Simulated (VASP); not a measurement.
# C (P6_3/mmc) in VASP: further runs

Runs on C. Level: LDA. Tasks: single point.

Everything below comes from runs of VASP 6.6.1. Logs are shortened: lines on timing, memory, paths and dates and some standing lists are left out, and cuts for length are marked.

## (1) The cell of the first run

The structure is hexagonal, space group P6_3/mmc (No. 194). Conventional cell: a = 2.431 Å, b = 2.431 Å, c = 8.598 Å, α = 90.00°, β = 90.00°, γ = 120.00°. Within 2.0 Å of C (site symmetry 3m) lie 4 C at 1.47 to 1.72 Å. C (site symmetry 3m) has 4 C at 1.47 to 1.72 Å within 2.0 Å.

## (2) Single point, LDA (atoms displaced along a vibrational mode, the cell strained)

File INCAR:

```
  PREC = Accurate
  ENCUT = 1300
  EDIFF = 1E-6
  ISMEAR = 0
  SIGMA = 0.05
  LREAL = False
  LASPH = True
  NELM = 120
  ALGO = Normal
  ISIF = 2
  LWAVE = False
  LCHARG = False
  GGA = CA
  NBANDS = 26
  GGA_COMPAT = False
```

File KPOINTS:

```
Automatic mesh
0
Gamma
  12 12 4
```

File POSCAR:

```
C
1.0
    2.4314921993      0.0000000000      0.0000000000
   -1.2157460996      2.1057340137      0.0000000000
    0.0000000000      0.0000000000      8.5978723127
C
8
Direct
    0.0000000000      0.0000000000      0.1002408971
    0.0000000000      0.0000000000      0.6002408971
    0.0000000000      0.0000000000      0.3997591029
    0.0000000000      0.0000000000      0.8997591029
    0.3333333333      0.6666666667      0.1498652280
    0.6666666667      0.3333333333      0.6498652280
    0.3333333333      0.6666666667      0.3501347720
    0.6666666667      0.3333333333      0.8501347720
```

Potentials or basis: VASP PAW LDA potentials, release 64 (C_h).

Run with:

```
cat potpaw_LDA.64/C_h/POTCAR > POTCAR
mpirun -np 1 vasp_std > vasp.out
```

OUTCAR:

```text
PREC = Accurate
   ENCUT = 1300
   EDIFF = 1E-6
   ISMEAR = 0
   LREAL = False
   LASPH = True
   NELM = 120
   ISIF = 2
   GGA = CA

 ion  position               nearest neighbor table
   1  0.000  0.000  0.100-   5 1.47   5 1.47   5 1.47
   2  0.000  0.000  0.600-   6 1.47   6 1.47   6 1.47
   3  0.000  0.000  0.400-   7 1.47   7 1.47   7 1.47
   4  0.000  0.000  0.900-   8 1.47   8 1.47   8 1.47
   5  0.333  0.667  0.150-   1 1.47   1 1.47   1 1.47
   6  0.667  0.333  0.650-   2 1.47   2 1.47   2 1.47
   7  0.333  0.667  0.350-   3 1.47   3 1.47   3 1.47
   8  0.667  0.333  0.850-   4 1.47   4 1.47   4 1.47

  LATTYP: Found a hexagonal cell.
 ALAT       =     2.4314921993
 C/A-ratio  =     3.5360476645

  Lattice vectors:

 A1 = (   2.4314921993,   0.0000000000,   0.0000000000)
 A2 = (  -1.2157460996,   2.1057340137,   0.0000000000)
 A3 = (   0.0000000000,   0.0000000000,   8.5978723127)

Analysis of symmetry for initial positions (statically):
=====================================================================
 Subroutine PRICEL returns:
 Original cell was already a primitive cell.

 Routine SETGRP: Setting up the symmetry group for a
 hexagonal supercell.

 Subroutine GETGRP returns: Found 24 space group operations
 (whereof 12 operations were pure point group operations)
 out of a pool of 24 trial point group operations.

The static configuration has the point symmetry D_3d.
 The point group associated with its full space group is D_6h.

Analysis of symmetry for dynamics (positions and initial velocities):
=====================================================================
 Subroutine PRICEL returns:
 Original cell was already a primitive cell.

 Routine SETGRP: Setting up the symmetry group for a
 hexagonal supercell.

 Subroutine GETGRP returns: Found 24 space group operations
 (whereof 12 operations were pure point group operations)
 out of a pool of 24 trial point group operations.

The dynamic configuration has the point symmetry D_3d.
 The point group associated with its full space group is D_6h.

 Subroutine INISYM returns: Found 24 space group operations
 (whereof 12 operations are pure point group operations),
 and found     1 'primitive' translations

----------------------------------------------------------------------------------------

                                     Primitive cell

  volume of cell :      44.0218

  direct lattice vectors                    reciprocal lattice vectors
     2.431492199  0.000000000  0.000000000     0.411270084  0.237446893  0.000000000
    -1.215746100  2.105734014  0.000000000     0.000000000  0.474893787  0.000000000
     0.000000000  0.000000000  8.597872313     0.000000000  0.000000000  0.116307845

  length of vectors
     2.431492199  2.431492199  8.597872313     0.474893787  0.474893787  0.116307845

  position of ions in fractional coordinates (direct lattice)
     0.000000000  0.000000000  0.100240897
     0.000000000  0.000000000  0.600240897
     0.000000000  0.000000000  0.399759103
     0.000000000  0.000000000  0.899759103
     0.333333333  0.666666667  0.149865228
     0.666666667  0.333333333  0.649865228
     0.333333333  0.666666667  0.350134772
     0.666666667  0.333333333  0.850134772

  ion indices of the primitive-cell ions
   primitive index   ion index
                 1           1
                 2           2
                 3           3
                 4           4
                 5           5
                 6           6
                 7           7
                 8           8

----------------------------------------------------------------------------------------

 KPOINTS: Automatic mesh

Automatic generation of k-mesh.
 Grid dimensions read from file:
 generate k-points for:   12   12    4

 Generating k-lattice:

  Cartesian coordinates                     Fractional coordinates (reciprocal lattice)
     0.034272507  0.019787241  0.000000000     0.083333333  0.000000000  0.000000000
     0.000000000  0.039574482  0.000000000     0.000000000  0.083333333  0.000000000
     0.000000000  0.000000000  0.029076961     0.000000000  0.000000000  0.250000000

  Length of vectors
     0.039574482  0.039574482  0.029076961

  Shift w.r.t. Gamma in fractional coordinates (k-lattice)
     0.000000000  0.000000000  0.000000000

 Subroutine IBZKPT returns following result:
 ===========================================

 Found     57 irreducible k-points:

 Following reciprocal coordinates:
            Coordinates               Weight
  0.000000  0.000000  0.000000      1.000000
  0.083333  0.000000  0.000000      6.000000
  0.166667  0.000000  0.000000      6.000000
  0.250000 -0.000000  0.000000      6.000000
  0.333333 -0.000000  0.000000      6.000000
  0.416667 -0.000000  0.000000      6.000000
[... 16 lines left out ...]
  0.250000 -0.000000  0.250000     12.000000
  0.333333 -0.000000  0.250000     12.000000
 [... further k-points ...]
   k-points           NKPTS =     57   k-points in BZ     NKDIM =     57   number of bands    NBANDS=     26
   number of dos      NEDOS =    301   number of ions     NIONS =      8
   total plane-waves  NPLWV =  97200
   dimension x,y,z NGX =    30 NGY =   30 NGZ =  108
   dimension x,y,z NGXF=    60 NGYF=   60 NGZF=  216
   ions per type =               8
   NGX,Y,Z   is equivalent  to a cutoff of  20.51, 20.51, 20.88 a.u.
   NGXF,Y,Z  is equivalent  to a cutoff of  41.02, 41.02, 41.77 a.u.
 SYSTEM =  unknown system
   PREC   = accura    normal or accurate (medium, high low for compatibility)
   ISTART =      0    job   : 0-new  1-cont  2-samecut
   ICHARG =      2    charge: 1-file 2-atom 10-const
   ISPIN  =      1    spin polarized calculation?
   LNONCOLLINEAR =      F non collinear calculations
   LSORBIT =      F    spin-orbit coupling
   LASPH  =      T    aspherical Exc in radial PAW
   ENCUT  = 1300.0 eV  95.55 Ry    9.77 a.u.   7.15  7.15 25.28*2*pi/ulx,y,z
   NELM   =    120;   NELMIN=  2; NELMDL= -5     # of ELM steps
   EDIFF  = 0.1E-05   stopping-criterion for ELM
   LREAL  =      F    real-space projection
   EDIFFG = 0.1E-04   stopping-criterion for IOM
   NSW    =      0    number of steps for IOM
   IBRION =     -1    ionic relax: 0-MD 1-quasi-New 2-CG
   NFREE  =      0    steps in history (QN), initial steepest desc. (CG)
   ISIF   =      2    stress and relaxation
   ISYM   =      2    0-nonsym 1-usesym 2-fastsym
   POTIM  = 0.5000    time-step for ionic-motion
   TEBEG  =    0.0;   TEEND  =   0.0 temperature during run
   PSTRESS=    0.0 pullay stress
   NELECT =      32.0000    total number of electrons
   NUPDOWN=      -1.0000    fix difference up-down
   EMIN   =  10.00;   EMAX   =-10.00  energy-range for DOS
   EFERMI =   0.00;   METHOD = LEGACY
   ISMEAR =     0;   SIGMA  =   0.05  broadening in eV -4-tet -1-fermi 0-gaus
   EFERMI_NEDOS =   21; number of points for ismear=-14 and -15
   IALGO  =     38    algorithm
   IMIX   =      4    mixing-type and parameters
     AMIX     =   0.40;   BMIX     =  1.00
     AMIX_MAG =   1.60;   BMIX_MAG =  1.00
  volume/ion in A,a.u.               =       5.50        37.13
  Fermi-wavevector in a.u.,A,eV,Ry     =   1.471982  2.781642 29.480146  2.166730
  Thomas-Fermi vector in A             =   2.587052
   LORBIT       =      0    0 simple, 1 ext, 2 COOP (PROOUT), +10 PAW based schemes
   GGA     = CA    functional components
   LHFCALC =     F    Hartree Fock is set to
   AEXX    =    0.0000 exact exchange contribution
   IVDW    =     0    specifies the selected vdW correction
   LEPSILON=     F    determine dielectric tensor
   LRPA    =     F    only Hartree local field effects (RPA)
 non-spin polarized calculation
 Gauss-broadening in eV      SIGMA  =   0.05
  energy-cutoff  :     1300.00
  volume of cell :       44.02
 maximum number of plane-waves:      4724
 NGX is ok and might be reduce to    30
   NGX = 15   NGY = 15   NGZ = 51

 number of electron      32.0000000 magnetization

 Free energy of the ion-electron system (eV)
  ---------------------------------------------------
  ext. energy  EPLUGINS =         0.00000000
  ---------------------------------------------------
  free energy    TOTEN  =       -79.79040951 eV

  energy without entropy =      -79.79040951  energy(sigma->0) =      -79.79040951

 E-fermi :  13.3067     XC(G=0): -13.7801

 val. band max:       13.0722675785   @ k =   0.0000   0.0000   0.0000
 cond. band min:      13.5188243074   @ k =   0.0000   0.0000   0.0000
 fundamental gap:      0.4465567289
 Fermi energy:        13.3066796527

 k-point     1 :       0.0000    0.0000    0.0000
  band No.  band energies     occupation
      1     -10.5073      2.00000
      2      -8.9925      2.00000
      3      -8.9566      2.00000
      4      -5.8271      2.00000
      5      -1.7819      2.00000
      6       4.1818      2.00000
[... 18 lines left out ...]
     25      20.4332      0.00000
     26      20.5232      0.00000

 k-point     2 :       0.0833    0.0000    0.0000
  band No.  band energies     occupation
      1     -10.3254      2.00000
      2      -8.8144      2.00000
      3      -8.7779      2.00000
      4      -5.6672      2.00000
      5      -1.5923      2.00000
      6       4.3197      2.00000
[... 18 lines left out ...]
     25      20.6348      0.00000
     26      20.9622      0.00000

 k-point     3 :       0.1667    0.0000    0.0000
  band No.  band energies     occupation
      1      -9.7811      2.00000
      2      -8.2821      2.00000
      3      -8.2434      2.00000
      4      -5.1888      2.00000
      5      -1.0297      2.00000
      6       4.7146      2.00000
[... 572 lines left out ...]
 k-point    23 :       0.2500   -0.0000    0.2500
  band No.  band energies     occupation
      1      -8.7838      2.00000
      2      -8.0272      2.00000
      3      -6.5794      2.00000
      4      -4.8141      2.00000
      5       0.4610      2.00000
      6       3.3127      2.00000
[... 18 lines left out ...]
     25      22.6033      0.00000
     26      23.5791      0.00000

 k-point    24 :       0.3333   -0.0000    0.2500
  band No.  band energies     occupation
      1      -7.5379      2.00000
      2      -6.7953      2.00000
      3      -5.3826      2.00000
      4      -3.6933      2.00000
      5       0.7225      2.00000
      6       1.3119      2.00000
[... 18 lines left out ...]
     25      22.3870      0.00000
     26      23.8382      0.00000

 [... further k-points ...]

------------------------ aborting loop because EDIFF is reached ----------------------------------------

  FORCE on cell =-STRESS in cart. coord.  units (eV):
  Direction    XX          YY          ZZ          XY          YZ          ZX
  --------------------------------------------------------------------------------------
  -------------------------------------------------------------------------------------
  Total       10.4509279     10.4509279     -8.5155367      0.0000000      0.0000000      0.0000000
  in kB      380.3628107    380.3628107   -309.9240110      0.0000000      0.0000000      0.0000000
  external PRESSURE =     150.2672035 kB  Pullay stress =       0.0000000 kB

 VOLUME and BASIS-vectors are now :
 -----------------------------------------------------------------------------
  energy-cutoff  :     1300.00
  volume of cell :       44.02
      direct lattice vectors                 reciprocal lattice vectors
     2.431492199  0.000000000  0.000000000     0.411270084  0.237446893  0.000000000
    -1.215746100  2.105734014  0.000000000     0.000000000  0.474893787  0.000000000
     0.000000000  0.000000000  8.597872313     0.000000000  0.000000000  0.116307845

 POSITION                                       TOTAL-FORCE (eV/Angst)
 -----------------------------------------------------------------------------------
      0.00000      0.00000      0.86186         0.000000     -0.000000     -2.875768
      0.00000      0.00000      5.16079        -0.000000      0.000000     -2.875768
      0.00000      0.00000      3.43708         0.000000     -0.000000      2.875768
      0.00000      0.00000      7.73601        -0.000000      0.000000      2.875768
     -0.00000      1.40382      1.28852        -0.000000      0.000000      2.412946
      1.21575      0.70191      5.58746         0.000000     -0.000000      2.412946
     -0.00000      1.40382      3.01041        -0.000000      0.000000     -2.412946
      1.21575      0.70191      7.30935         0.000000      0.000000     -2.412946
 -----------------------------------------------------------------------------------
    total drift:                               -0.000000      0.000000     -0.000000

  FREE ENERGIE OF THE ION-ELECTRON SYSTEM (eV)
  ---------------------------------------------------
  free  energy   TOTEN  =       -79.7904095073 eV

  energy  without entropy=      -79.7904095073  energy(sigma->0) =      -79.79040951
```

Run time: 2.8 min. Hardware: 1 thread of Intel Xeon Platinum 8124M at 3.00GHz (Skylake/Cascade Lake), shared host; peak memory 0.33 GiB.

What came out:

| Item | Value |
| --- | --- |
| Free energy | -79.7904 eV |
| Pressure | 15.0 GPa |
| Largest force | 2.876 eV/Å |
| Band gap on the k mesh | 0.45 eV |

Forces on the atoms (eV/Å):
```
C    0.000  0.000 -2.876
C    0.000  0.000 -2.876
C    0.000  0.000  2.876
C    0.000  0.000  2.876
C    0.000  0.000  2.413
C    0.000  0.000  2.413
C    0.000  0.000 -2.413
C    0.000  0.000 -2.413
```

Stress tensor (GPa, compression positive):
```
 38.04   0.00   0.00
  0.00  38.04   0.00
  0.00   0.00 -30.99
```

Caveat: the cell differs from its parent crystal (atoms displaced along a vibrational mode, the cell strained); the stress differs along the axes, from -31 to 38 GPa; forces of over 1 eV/Å act on the atoms, so gaps and moduli don't describe the material at rest. A k mesh can miss the band edges.

## (3) Single point, LDA (atoms displaced along a vibrational mode, the cell strained)

File INCAR:

```
SYSTEM = C
ALGO     = Normal         ! electronic algorithm
EDIFF    = 1E-6           ! SCF threshold, eV
ENCUT    = 1300           ! plane-wave cutoff, eV
GGA_COMPAT= .False.      
ISIF     = 2              ! what is computed and relaxed
ISMEAR   = 0              ! smearing method
LASPH    = .True.         ! aspherical terms in the spheres
LCHARG   = .False.        ! write CHGCAR
LREAL    = .False.        ! projectors in reciprocal space
LWAVE    = .False.        ! write WAVECAR
NBANDS   = 26             ! bands
NELM     = 120            ! most SCF steps
PREC     = Accurate       ! precision mode
SIGMA    = 0.05           ! smearing width, eV
```

File KPOINTS:

```
k-points
0
Gamma
  12 12 4
  0 0 0
```

Changes to POSCAR since step 2:

```diff
@@ -2,5 +2,5 @@
 1.0
-    2.4314921993      0.0000000000      0.0000000000
-   -1.2157460996      2.1057340137      0.0000000000
-    0.0000000000      0.0000000000      8.5978723127
+    2.4606208111      0.0000000000      0.0000000000
+   -1.2303104055      2.1309601315      0.0000000000
+    0.0000000000      0.0000000000      8.4056584863
 C
```

Potentials or basis: VASP PAW LDA potentials, release 64 (C_h).

Run with:

```
cat potpaw_LDA.64/C_h/POTCAR > POTCAR
mpirun -np 1 vasp_std > vasp.out
```

OUTCAR:

```text
SYSTEM = C
   EDIFF = 1E-6
   ENCUT = 1300
   ISIF = 2
   ISMEAR = 0
   LASPH = .True.
   LREAL = .False.
   NELM = 120
   PREC = Accurate

 ion  position               nearest neighbor table
   1  0.000  0.000  0.100-   5 1.48   5 1.48   5 1.48
   2  0.000  0.000  0.600-   6 1.48   6 1.48   6 1.48
   3  0.000  0.000  0.400-   7 1.48   7 1.48   7 1.48
   4  0.000  0.000  0.900-   8 1.48   8 1.48   8 1.48
   5  0.333  0.667  0.150-   1 1.48   1 1.48   1 1.48
   6  0.667  0.333  0.650-   2 1.48   2 1.48   2 1.48
   7  0.333  0.667  0.350-   3 1.48   3 1.48   3 1.48
   8  0.667  0.333  0.850-   4 1.48   4 1.48   4 1.48

  LATTYP: Found a hexagonal cell.
 ALAT       =     2.4606208111
 C/A-ratio  =     3.4160722564

  Lattice vectors:

 A1 = (   2.4606208111,   0.0000000000,   0.0000000000)
 A2 = (  -1.2303104055,   2.1309601315,   0.0000000000)
 A3 = (   0.0000000000,   0.0000000000,   8.4056584863)

Analysis of symmetry for initial positions (statically):
=====================================================================
 Subroutine PRICEL returns:
[... 192 lines left out ...]

 k-point     1 :       0.0000    0.0000    0.0000
  band No.  band energies     occupation
      1     -10.4608      2.00000
      2      -8.8560      2.00000
      3      -8.8080      2.00000
      4      -5.3175      2.00000
      5      -1.7846      2.00000
      6       4.6006      2.00000
[... 685 lines left out ...]
     25      22.8779      0.00000
     26      23.5427      0.00000

 [... further k-points ...]

------------------------ aborting loop because EDIFF is reached ----------------------------------------

  FORCE on cell =-STRESS in cart. coord.  units (eV):
  Direction    XX          YY          ZZ          XY          YZ          ZX
  --------------------------------------------------------------------------------------
  -------------------------------------------------------------------------------------
  Total        5.8188699      5.8188699     -3.8813686      0.0000000      0.0000000      0.0000000
  in kB      211.5229392    211.5229392   -141.0924298      0.0000000      0.0000000      0.0000000
  external PRESSURE =      93.9844828 kB  Pullay stress =       0.0000000 kB

 VOLUME and BASIS-vectors are now :
 -----------------------------------------------------------------------------
  energy-cutoff  :     1300.00
  volume of cell :       44.07
      direct lattice vectors                 reciprocal lattice vectors
     2.460620811  0.000000000  0.000000000     0.406401505  0.234636018  0.000000000
    -1.230310406  2.130960132  0.000000000     0.000000000  0.469272036  0.000000000
     0.000000000  0.000000000  8.405658486     0.000000000  0.000000000  0.118967479

 POSITION                                       TOTAL-FORCE (eV/Angst)
 -----------------------------------------------------------------------------------
      0.00000      0.00000      0.84259         0.000000      0.000000     -3.269607
      0.00000      0.00000      5.04542        -0.000000     -0.000000     -3.269607
      0.00000      0.00000      3.36024         0.000000      0.000000      3.269607
      0.00000      0.00000      7.56307        -0.000000      0.000000      3.269607
     -0.00000      1.42064      1.25972        -0.000000     -0.000000      2.687008
      1.23031      0.71032      5.46255        -0.000000     -0.000000      2.687008
     -0.00000      1.42064      2.94311         0.000000     -0.000000     -2.687008
      1.23031      0.71032      7.14594         0.000000      0.000000     -2.687008
 -----------------------------------------------------------------------------------
    total drift:                               -0.000000      0.000000      0.000000

  FREE ENERGIE OF THE ION-ELECTRON SYSTEM (eV)
  ---------------------------------------------------
  free  energy   TOTEN  =       -80.1250286961 eV

  energy  without entropy=      -80.1250286961  energy(sigma->0) =      -80.12502870
```

Wall time 2.7 min (1 thread of Intel Xeon Platinum 8375C at 2.90GHz (Ice Lake), shared host); peak memory 0.32 GiB.

Results:

* Free energy: -80.1250 eV
* Pressure: 9.4 GPa
* Largest force: 3.270 eV/Å
* Band gap on the k mesh: 1.30 eV

Forces in eV/Å, atoms in the order of the input:
```
C    0.000  0.000 -3.270
C    0.000  0.000 -3.270
C    0.000  0.000  3.270
C    0.000  0.000  3.270
C    0.000  0.000  2.687
C    0.000  0.000  2.687
C    0.000  0.000 -2.687
C    0.000  0.000 -2.687
```

Caveat: the cell differs from its parent crystal (atoms displaced along a vibrational mode, the cell strained); the stress differs along the axes, from -14 to 21 GPa; forces of over 1 eV/Å act on the atoms, so gaps and moduli don't describe the material at rest.

(Continued in part 2 of 2.)
